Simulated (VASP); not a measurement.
# MgO: single point with PBE

Crystal: MgO.

```
Mg O
1.0
     0.00000    2.10217    2.10217
     2.10217    0.00000    2.10217
     2.10217    2.10217    0.00000
Mg O
1 1
Direct
  0.00000 0.00000 0.00000
  0.50000 0.50000 0.50000
```

* Program: VASP 6.6.1
* Task: single point
* Functional: PBE
* Potentials or basis: VASP PAW PBE potentials, release 64 (Mg_sv, O)
* Cutoff: 840 eV
* k mesh: 8 × 8 × 8
* Occupations: methfessel-paxton, width 0.5 eV
* Spin: no spin polarisation

| Property | Result |
| --- | --- |
| Pressure | 5.5 GPa |
| Band gap on the k mesh | 4.80 eV |

Levels at points of the mesh, in eV from the valence-band top:
```
           k point  band 4  band 5  band 6  band 7  band 8  band 9  band 10  band 11  band 12  band 13
(0.00, 0.00, 0.00)  -38.97  -17.28    0.00    0.00    0.00    4.80    15.84    15.84    15.84    19.77
(0.50, 0.00, 0.00)  -38.98  -15.95   -4.63   -0.66   -0.66    7.95    12.68    16.39    16.39    21.04
(0.50, 0.50, 0.00)  -39.00  -15.73   -4.07   -1.35   -1.35    9.14    10.07    13.16    19.08    19.08
```

Wall time 14 s on 1 thread of AMD EPYC 7R43 64-Core Processor (Zen 3), on a shared host, peak memory 0.12 GiB.

Caveat: the cell stands under pressure; so wide a smearing shifts energies and pressures. As with any semilocal functional, this PBE gap is likely too small.
